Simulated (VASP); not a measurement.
Set up this calculation in VASP 6.6.1, as the native input.

```
Task                   : electric field gradients
Functional             : PBE
Potentials or basis    : VASP PAW PBE potentials, release 64 (Mo_sv, S)
Cutoff                 : 520 eV
k mesh                 : 13 × 13 × 13
Occupations            : fermi-dirac, width 0.05 eV
Spin                   : no spin polarisation
Dipole correction      : no
Further INCAR settings : ALGO = Normal; EDIFF = 1e-08; NBANDS = 20
```

The structure of MoS2 lies in POSCAR:

```
MoS2
1.0
    1.6289453675      0.9404720464      6.1233300000
   -1.6289453675      0.9404720464      6.1233300000
    0.0000000000     -1.8809440928      6.1233300000
Mo S
1 2
Direct
    0.0000000000      0.0000000000      0.0000000000
    0.7484000000      0.7484000000      0.7484000000
    0.5849000000      0.5849000000      0.5849000000
```

This cell differs from its parent crystal: equal xx and yy strain of +3 %.

One way to write it, as run:

INCAR

```
ALGO = Normal
EDIFF = 1E-8
ENCUT = 520
GGA = PE
ISIF = 2
ISMEAR = -1
LASPH = True
LCHARG = False
LEFG = True
LREAL = False
LWAVE = False
NBANDS = 20
NELM = 80
PREC = Accurate
SIGMA = 0.05
```

KPOINTS

```
k-points
0
Gamma
  13 13 13
```

Potentials or basis: VASP PAW PBE potentials, release 64 (Mo_sv, S).

The run is started by

```bash
$ cat potpaw_PBE.64/Mo_sv/POTCAR potpaw_PBE.64/S/POTCAR > POTCAR
$ mpirun -np 1 vasp_std > vasp.out
```

It gave:

The pressure is 0.2 GPa and the largest force is 0.621 eV/Å. The band gap on the k mesh is 0.41 eV, indirect (least direct gap 1.56 eV).

Caveat: the cell differs from its parent crystal (equal xx and yy strain of +3 %); without QUAD_EFG the Cq values of the log hold for a quadrupole moment of 1 mb, not for the nuclei.

Run time: 6.3 min on 1 thread of Intel(R) Xeon(R) Platinum 8488C (Sapphire Rapids), on a shared host, peak memory 0.48 GiB.
